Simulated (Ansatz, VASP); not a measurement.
## K in VASP and in Ansatz

```
K
1.0
    -2.57219    2.57219    2.61800
     2.57219   -2.57219    2.61800
     2.66382    2.66382   -2.61800
K
1
Cartesian
  0.0000 0.0000 0.0000
```

Change from the starting cell: strain +0.0350 x Voigt [0, 0, 0, 0, 0, 1], atoms carried along.

Alike in both runs: task single point; functional PBEsol; k mesh 14 × 14 × 14; occupations gaussian, width 0.15 eV; no spin polarisation.

|  | VASP | Ansatz |
| --- | --- | --- |
| version | VASP 6.6.1 | Ansatz 0.2.0 |
| potentials or method | VASP PAW PBE potentials, release 64 (K_sv), cutoff 520 eV | scalar-relativistic, plane waves, PAW |
| valence electrons in the cell | 9 | 9 |

|  | VASP | Ansatz | Ansatz less VASP |
| --- | --- | --- | --- |
| gap on the k mesh at the Fermi level (eV) | none | none | - |
| pressure (GPa) | 0.0 | 0.0 | +0.01 |
| traceless stress, the component that is largest in VASP (GPa) | -0.10 | -0.10 | 0.000 |

VASP's potentials were made for PBE, not for PBEsol. A gap of «none» marks a metal or a gap that the smearing closes. The functional is the same, so the differences come from potentials, cutoffs and numerics.
